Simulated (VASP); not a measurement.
# CdGeS2 (P4/mmm) in VASP: further runs, part 2 of 2

VASP 6.6.1. The steps go on from the part before.

## 4. Relaxation of cell and atoms, PBE

INCAR reads:

```
PREC     = Accurate       # precision mode
ENCUT    = 600            # plane-wave cutoff, eV
EDIFF    = 1E-7           # SCF threshold, eV
ISMEAR   = 0              # smearing method
SIGMA    = 0.1            # smearing width, eV
LREAL    = F              # projectors in reciprocal space
LASPH    = T              # aspherical terms in the spheres
NELM     = 80             # most SCF steps
ALGO     = Normal         # electronic algorithm
ISIF     = 3              # what is computed and relaxed
LWAVE    = F              # write WAVECAR
LCHARG   = F              # write CHGCAR
GGA      = PE             # functional
IBRION   = 2              # ionic algorithm
NSW      = 90             # ionic steps
EDIFFG   = -0.04          # ionic threshold
```

KPOINTS reads:

```
Automatic mesh
0
Gamma
  4 4 6
```

POSCAR reads:

```
CdGeS2
1.0
    4.9599484600      0.0000000000      0.0000000000
    0.0000000000      4.9599484600      0.0000000000
    0.0000000000      0.0000000000      3.0130225200
Cd Ge S
1 1 2
Direct
    0.5000000000      0.5000000000      0.5000000000
    0.0000000000      0.0000000000      0.0000000000
    0.5000000000      0.0000000000      0.0000000000
    0.0000000000      0.5000000000      0.0000000000
```

Potentials or basis: VASP PAW PBE potentials, release 64 (Cd, Ge_d, S).

The run is started by

```console
> cat potpaw_PBE.64/Cd/POTCAR potpaw_PBE.64/Ge_d/POTCAR potpaw_PBE.64/S/POTCAR > POTCAR
> mpirun -np 1 vasp_std > vasp.out
```

OUTCAR:

```text
PREC = Accurate
   ENCUT = 600
   EDIFF = 1E-7
   ISMEAR = 0
   LREAL = F
   LASPH = T
   NELM = 80
   ISIF = 3
   GGA = PE
   IBRION = 2
   NSW = 90
   EDIFFG = -0.04

 ion  position               nearest neighbor table
   1  0.500  0.500  0.500-   3 2.90   4 2.90   3 2.90   4 2.90   3 2.90   3 2.90   4 2.90   4 2.90

   2  0.000  0.000  0.000-   3 2.48   4 2.48   4 2.48   3 2.48
   3  0.500  0.000  0.000-   2 2.48   2 2.48   1 2.90   1 2.90   1 2.90   1 2.90
   4  0.000  0.500  0.000-   2 2.48   2 2.48   1 2.90   1 2.90   1 2.90   1 2.90

  LATTYP: Found a simple tetragonal cell.
 ALAT       =     4.9599484600
 C/A-ratio  =     0.6074705300

  Lattice vectors:

 A1 = (   4.9599484600,   0.0000000000,   0.0000000000)
 A2 = (   0.0000000000,   4.9599484600,   0.0000000000)
 A3 = (   0.0000000000,   0.0000000000,   3.0130225200)

Analysis of symmetry for initial positions (statically):
=====================================================================
 Subroutine PRICEL returns:
 Original cell was already a primitive cell.

 Routine SETGRP: Setting up the symmetry group for a
 simple tetragonal supercell.

 Subroutine GETGRP returns: Found 16 space group operations
 (whereof 16 operations were pure point group operations)
 out of a pool of 16 trial point group operations.

The static configuration has the point symmetry D_4h.

Analysis of symmetry for dynamics (positions and initial velocities):
=====================================================================
 Subroutine PRICEL returns:
 Original cell was already a primitive cell.

 Routine SETGRP: Setting up the symmetry group for a
 simple tetragonal supercell.

 Subroutine GETGRP returns: Found 16 space group operations
 (whereof 16 operations were pure point group operations)
 out of a pool of 16 trial point group operations.

The dynamic configuration has the point symmetry D_4h.

 Subroutine INISYM returns: Found 16 space group operations
 (whereof 16 operations are pure point group operations),
 and found     1 'primitive' translations

----------------------------------------------------------------------------------------

                                     Primitive cell

  volume of cell :      74.1236

  direct lattice vectors                    reciprocal lattice vectors
     4.959948460  0.000000000  0.000000000     0.201614998  0.000000000  0.000000000
     0.000000000  4.959948460  0.000000000     0.000000000  0.201614998  0.000000000
     0.000000000  0.000000000  3.013022520     0.000000000  0.000000000  0.331892640

  length of vectors
     4.959948460  4.959948460  3.013022520     0.201614998  0.201614998  0.331892640

  position of ions in fractional coordinates (direct lattice)
     0.500000000  0.500000000  0.500000000
     0.000000000  0.000000000  0.000000000
     0.500000000  0.000000000  0.000000000
     0.000000000  0.500000000  0.000000000

  ion indices of the primitive-cell ions
   primitive index   ion index
                 1           1
                 2           2
                 3           3
                 4           4

----------------------------------------------------------------------------------------

 KPOINTS: Automatic mesh

Automatic generation of k-mesh.
 Grid dimensions read from file:
 generate k-points for:    4    4    6

 Generating k-lattice:

  Cartesian coordinates                     Fractional coordinates (reciprocal lattice)
     0.050403750  0.000000000  0.000000000     0.250000000  0.000000000  0.000000000
     0.000000000  0.050403750  0.000000000     0.000000000  0.250000000  0.000000000
     0.000000000  0.000000000  0.055315440     0.000000000  0.000000000  0.166666667

  Length of vectors
     0.050403750  0.050403750  0.055315440

  Shift w.r.t. Gamma in fractional coordinates (k-lattice)
     0.000000000  0.000000000  0.000000000

 Subroutine IBZKPT returns following result:
 ===========================================

 Found     24 irreducible k-points:

 Following reciprocal coordinates:
            Coordinates               Weight
  0.000000  0.000000  0.000000      1.000000
  0.250000  0.000000  0.000000      4.000000
  0.500000  0.000000  0.000000      2.000000
  0.250000  0.250000  0.000000      4.000000
  0.500000  0.250000  0.000000      4.000000
  0.500000  0.500000  0.000000      1.000000
[... 16 lines left out ...]
  0.500000  0.250000  0.500000      4.000000
  0.500000  0.500000  0.500000      1.000000
   k-points           NKPTS =     24   k-points in BZ     NKDIM =     24   number of bands    NBANDS=     23
   number of dos      NEDOS =    301   number of ions     NIONS =      4
   total plane-waves  NPLWV =  38400
   dimension x,y,z NGX =    40 NGY =   40 NGZ =   24
   dimension x,y,z NGXF=    80 NGYF=   80 NGZF=   48
   ions per type =               1   1   2
   NGX,Y,Z   is equivalent  to a cutoff of  13.41, 13.41, 13.24 a.u.
   NGXF,Y,Z  is equivalent  to a cutoff of  26.81, 26.81, 26.48 a.u.
 SYSTEM =  unknown system
   PREC   = accura    normal or accurate (medium, high low for compatibility)
   ISTART =      0    job   : 0-new  1-cont  2-samecut
   ICHARG =      2    charge: 1-file 2-atom 10-const
   ISPIN  =      1    spin polarized calculation?
   LNONCOLLINEAR =      F non collinear calculations
   LSORBIT =      F    spin-orbit coupling
   LASPH  =      T    aspherical Exc in radial PAW
   ENCUT  =  600.0 eV  44.10 Ry    6.64 a.u.   9.91  9.91  6.02*2*pi/ulx,y,z
   NELM   =     80;   NELMIN=  2; NELMDL= -5     # of ELM steps
   EDIFF  = 0.1E-06   stopping-criterion for ELM
   LREAL  =      F    real-space projection
   EDIFFG = -.4E-01   stopping-criterion for IOM
   NSW    =     90    number of steps for IOM
   IBRION =      2    ionic relax: 0-MD 1-quasi-New 2-CG
   NFREE  =      1    steps in history (QN), initial steepest desc. (CG)
   ISIF   =      3    stress and relaxation
   ISYM   =      2    0-nonsym 1-usesym 2-fastsym
   POTIM  = 0.5000    time-step for ionic-motion
   TEBEG  =    0.0;   TEEND  =   0.0 temperature during run
   PSTRESS=    0.0 pullay stress
   NELECT =      38.0000    total number of electrons
   NUPDOWN=      -1.0000    fix difference up-down
   EMIN   =  10.00;   EMAX   =-10.00  energy-range for DOS
   EFERMI =   0.00;   METHOD = LEGACY
   ISMEAR =     0;   SIGMA  =   0.10  broadening in eV -4-tet -1-fermi 0-gaus
   EFERMI_NEDOS =   21; number of points for ismear=-14 and -15
   IALGO  =     38    algorithm
   IMIX   =      4    mixing-type and parameters
     AMIX     =   0.40;   BMIX     =  1.00
     AMIX_MAG =   1.60;   BMIX_MAG =  1.00
  volume/ion in A,a.u.               =      18.53       125.05
  Fermi-wavevector in a.u.,A,eV,Ry     =   1.310239  2.475992 23.357472  1.716726
  Thomas-Fermi vector in A             =   2.440783
   LORBIT       =      0    0 simple, 1 ext, 2 COOP (PROOUT), +10 PAW based schemes
   GGA     = PE    functional components
   LHFCALC =     F    Hartree Fock is set to
   AEXX    =    0.0000 exact exchange contribution
   IVDW    =     0    specifies the selected vdW correction
   LEPSILON=     F    determine dielectric tensor
   LRPA    =     F    only Hartree local field effects (RPA)
 conjugate gradient relaxation of ions
 non-spin polarized calculation
 Gauss-broadening in eV      SIGMA  =   0.10
  energy-cutoff  :      600.00
  volume of cell :       74.12
 maximum number of plane-waves:      2496
 NGX is ok and might be reduce to    40
   NGX = 19   NGY = 19   NGZ = 13

--------------------------------------- Ionic step        1  -------------------------------------------

 number of electron      38.0000001 magnetization

 Free energy of the ion-electron system (eV)
  ---------------------------------------------------
  ext. energy  EPLUGINS =         0.00000000
  ---------------------------------------------------
  free energy    TOTEN  =       -13.29957957 eV

  energy without entropy =      -13.29088028  energy(sigma->0) =      -13.29522993

 E-fermi :   5.7815     XC(G=0): -10.8683

 val. band max:        5.7590760527   @ k =   0.0000   0.0000   0.3333
 cond. band min:       5.8203463858   @ k =   0.2500   0.0000   0.0000
 fundamental gap:      0.0612703331
 Fermi energy:         5.7815218997

 k-point     1 :       0.0000    0.0000    0.0000
  band No.  band energies     occupation
      1     -19.2078      2.00000
      2     -19.1721      2.00000
      3     -19.1368      2.00000
      4     -19.0905      2.00000
      5     -19.0905      2.00000
      6      -9.3619      2.00000
[... 838 lines left out ...]
  energy  without entropy=      -13.1229055588  energy(sigma->0) =      -13.12488915

--------------------------------------- Ionic step        7  -------------------------------------------

 number of electron      37.9999989 magnetization

 Free energy of the ion-electron system (eV)
  ---------------------------------------------------
  ext. energy  EPLUGINS =         0.00000000
  ---------------------------------------------------
  free energy    TOTEN  =       -13.56669265 eV

  energy without entropy =      -13.55749019  energy(sigma->0) =      -13.56209142

 E-fermi :   4.5892     XC(G=0): -10.3415

 val. band max:        4.5582289403   @ k =   0.2500   0.2500   0.3333
 cond. band min:       4.5949873626   @ k =   0.5000   0.5000   0.3333
 fundamental gap:      0.0367584224
 Fermi energy:         4.5892112586

 k-point     1 :       0.0000    0.0000    0.0000
  band No.  band energies     occupation
      1     -20.5095      2.00000
      2     -20.4875      2.00000
      3     -20.4589      2.00000
      4     -20.4545      2.00000
      5     -20.4545      2.00000
      6      -9.9961      2.00000
[... 644 lines left out ...]
  FREE ENERGIE OF THE ION-ELECTRON SYSTEM (eV)
  ---------------------------------------------------
  free  energy   TOTEN  =       -13.5666926522 eV

  energy  without entropy=      -13.5574901889  energy(sigma->0) =      -13.56209142

 reached required accuracy - stopping structural energy minimisation
```

It took 5.8 min on 1 thread of Oxide Virtual Turin-like, shared host; peak memory 0.19 GiB.

Results:

| Item | Value |
| --- | --- |
| Free energy | -13.5667 eV |
| Relaxed volume | 20.38 Å³/atom |
| Relaxed cell | a = 4.843 Å, b = 4.843 Å, c = 3.476 Å, α = 90.00°, β = 90.00°, γ = 90.00° |
| Space group after relaxing (to 0.1 Å) | P4/mmm (No. 123) |
| Energy gained by relaxing | 66.8 meV/atom |
| Ionic steps | 7 |
| Pressure after relaxing | 0.1 GPa |
| Band gap on the k mesh | zero (bands 19 and 20 overlap by 2.71 eV) |

Stress tensor (GPa, compression positive):
```
-0.03  0.00  0.00
 0.00 -0.03  0.00
 0.00  0.00  0.26
```

Step by step:
```tsv
step	energy change (eV)	largest force (eV/Å)	pressure (GPa)	volume (Å³)
1	0.0000	0.0000	4.44	74.12
2	-0.0828	0.0000	-0.68	79.76
3	-0.0829	0.0000	-0.75	79.90
4	-0.1276	0.0000	-0.54	80.34
5	-0.2578	0.0000	-0.18	81.34
6	0.1727	0.0000	5.38	82.01
7	-0.2671	0.0000	0.07	81.52
```

Final structure:
```
CELL_PARAMETERS angstrom
4.84282 0.00000 0.00000
0.00000 4.84282 0.00000
0.00000 0.00000 3.47571
ATOMIC_POSITIONS crystal
Cd 0.50000 0.50000 0.50000
Ge 0.00000 0.00000 0.00000
S 0.50000 0.00000 0.00000
S 0.00000 0.50000 0.00000
```

Levels at points of the mesh, in eV from the Fermi level:
```tsv
k point	band 16	band 17	band 18	band 19	band 20	band 21	band 22	band 23
(0.00, 0.00, 0.00)	-2.37	-2.37	-2.05	-1.23	-0.51	4.92	4.96	5.19
(0.50, 0.00, 0.00)	-3.57	-1.15	-1.11	-0.06	1.14	3.47	3.89	3.94
(0.50, 0.50, 0.00)	-0.79	-0.79	-0.60	1.69	1.77	1.77	2.60	3.66
(0.00, 0.00, 0.50)	-5.09	-2.54	-1.26	-1.26	0.37	2.35	2.58	2.58
(0.50, 0.00, 0.50)	-4.45	-3.22	-1.99	-0.24	0.75	1.44	2.56	3.74
(0.50, 0.50, 0.50)	-4.10	-2.11	-1.65	-1.18	-0.61	2.53	2.53	2.64
```

Caveat: a cell axis changed by over 15 % at a fixed basis, so the end point is rough.

## 5. Single point, PBE

This run uses another cell than the first one, of 20.45 Å³/atom.

INCAR reads:

```
PREC = Accurate
ENCUT = 520
EDIFF = 1E-7
ISMEAR = 0
SIGMA = 0.1
LREAL = F
LASPH = T
NELM = 80
ALGO = Fast
ISIF = 2
LWAVE = F
LCHARG = F
GGA = PE
NBANDS = 27
```

KPOINTS reads:

```
Automatic mesh
0
Gamma
  10 10 14
```

POSCAR reads:

```
CdGeS2
1.0
    4.8705799173      0.0000000000      0.0000000000
    0.0000000000      4.8705799173      0.0000000000
    0.0000000000      0.0000000000      3.4475270157
Cd Ge S
1 1 2
Direct
    0.5000000000      0.5000000000      0.5000000000
    0.0000000000      0.0000000000      0.0000000000
    0.5000000000      0.0000000000      0.0000000000
    0.0000000000      0.5000000000      0.0000000000
```

The run is started by

```console
> cat potpaw_PBE.64/Cd/POTCAR potpaw_PBE.64/Ge_d/POTCAR potpaw_PBE.64/S/POTCAR > POTCAR
> mpirun -np 1 vasp_std > vasp.out
```

It took 11 min on 1 thread of Oxide Virtual Turin-like, shared host; peak memory 0.43 GiB.

Results (log left out):

```
Free energy            : -13.5277 eV
Pressure               : 0.1 GPa
Band gap on the k mesh : zero (bands 19 and 20 overlap by 2.54 eV)
```

Levels at points of the mesh, in eV from the Fermi level:
```tsv
k point	band 17	band 18	band 19	band 20	band 21	band 22
(0.00, 0.00, 0.00)	-2.19	-1.71	-1.13	-0.23	5.15	5.19
(0.50, 0.00, 0.00)	-0.84	-0.80	0.09	1.31	3.61	4.19
(0.50, 0.50, 0.00)	-0.50	-0.44	1.79	1.92	1.92	2.96
(0.00, 0.00, 0.50)	-2.38	-1.05	-1.05	0.47	2.42	2.75
(0.50, 0.00, 0.50)	-3.01	-1.77	-0.12	0.93	1.56	2.75
(0.50, 0.50, 0.50)	-1.95	-1.38	-1.01	-0.42	2.73	2.73
```

## 6. Overview

| task | cell | k mesh | cutoff (eV) | gap on the mesh (eV) | pressure (GPa) |
| --- | --- | --- | --- | --- | --- |
| single point | a = 4.960, b = 4.960, c = 3.013 Å, 4 atoms | 4 × 4 × 6 | 520 | none | 4.4 |
| single point | a = 4.840, b = 4.840, c = 3.483 Å, 4 atoms | 4 × 4 × 6 | 520 | none | 0.1 |
| relaxation of cell and atoms | relaxed from a = 4.960, b = 4.960, c = 3.013 Å, 4 atoms | 4 × 4 × 6 | 600 | none | 0.1 |
| single point | a = 4.871, b = 4.871, c = 3.448 Å, 4 atoms | 10 × 10 × 14 | 520 | none | 0.1 |

Alike in all rows: level PBE; potentials or basis VASP PAW PBE potentials, release 64 (Cd, Ge_d, S); no spin polarisation; smearing gaussian 0.1 eV.

Caveats: the cell stands under pressure (at least some runs); a cell axis changed by over 15 % at a fixed basis, so the end point is rough (at least some runs).

Total energies depend on the potentials used, so only differences within one code and one set of settings carry meaning.

The gap in the log of VASP goes by the Fermi energy; the results here count the filled bands.